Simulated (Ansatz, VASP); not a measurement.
**PtS2: VASP beside Ansatz**

INCAR

```
SYSTEM = PtS2
PREC = Accurate ; ENCUT = 520
EDIFF = 1E-7 ; ISMEAR = -1
SIGMA = 0.02 ; LREAL = .False.
LASPH = .True. ; NELM = 80
ALGO = Normal ; ISIF = 2
LWAVE = .False. ; LCHARG = .False.
GGA = PE ; NBANDS = 18
```

Contents of KPOINTS:

```
regular mesh
0
Gamma
  12 12 6
  0 0 0
```

Contents of POSCAR:

```
PtS2
1.0
    3.5526415803      0.0000000000      0.0000000000
   -1.7763207902      3.0766778591      0.0000000000
    0.0000000000      0.0000000000      5.2261898081
Pt S
1 2
Direct
    0.0000000000      0.0000000000      0.0000000000
    0.3333333333      0.6666666667      0.2349806655
    0.6666666667      0.3333333333      0.7650193345
```

Input for Ansatz:

```yaml
crystal:
  lattice:
    - [3.5526415803, 0.0, 0.0]
    - [-1.7763207902, 3.0766778591, 0.0]
    - [0.0, 0.0, 5.2261898081]
  atoms:
    - { symbol: Pt, position: [0.0, 0.0, 0.0] }
    - { symbol: S, position: [0.3333333333, 0.6666666667, 0.2349806655] }
    - { symbol: S, position: [0.6666666667, 0.3333333333, 0.7650193345] }
kpoints:
  mp_grid: { grid: [12, 12, 6] }
  band_path:
    path:
      - [0.0, 0.0, 0.0]
      - [0.5, 0.0, 0.0]
      - [0.3333333333, 0.3333333333, 0.0]
      - [0.0, 0.0, 0.5]
      - [0.5, 0.0, 0.5]
      - [0.3333333333, 0.3333333333, 0.5]
      - [0.0, 0.1666666667, 0.1666666667]
      - [0.0, 0.25, 0.3333333333]
    npoints: 1
hamiltonian:
  xc: pbe
scf:
  occupations: { method: fermi_dirac, width: 0.02 }
  n_extra_bands: 4
output:
  forces: true
  stress: true
  eigenvalues: true
```

Change from the starting cell: uniaxial_z strain +2.0%.

Alike in both runs: task single point; functional PBE; k mesh 12 × 12 × 6; occupations fermi-dirac, width 0.02 eV; no spin polarisation.

|  | VASP | Ansatz |
| --- | --- | --- |
| version | VASP 6.6.1 | Ansatz 0.2.0 |
| potentials or method | VASP PAW PBE potentials, release 64 (Pt, S) | plane waves, PAW |
| plane-wave cutoff (eV) | 520 | 420 |
| valence electrons in the cell | 22 | 30 |

Ansatz gave:

* gap on the k mesh at the Fermi level (eV): 0.78
* pressure (GPa): 3.1
* traceless stress, the component that is largest in VASP (GPa): -0.96
* rms of the force components (eV/Å): 0.027

Task: What did VASP give for the same quantities?

Result: gap on the k mesh at the Fermi level (eV): 0.78; pressure (GPa): 2.7; traceless stress, the component that is largest in VASP (GPa): -0.83; rms of the force components (eV/Å): 0.008.

Atom by atom the forces differ by 0.019 eV/Å (rms over components). With one functional, cell and mesh, what is left measures potentials, basis and numerics. VASP's potentials hold 22 valence electrons a cell and Ansatz's 30, so a difference there can come from the potentials and not from the codes.

Spin-orbit coupling is off throughout.
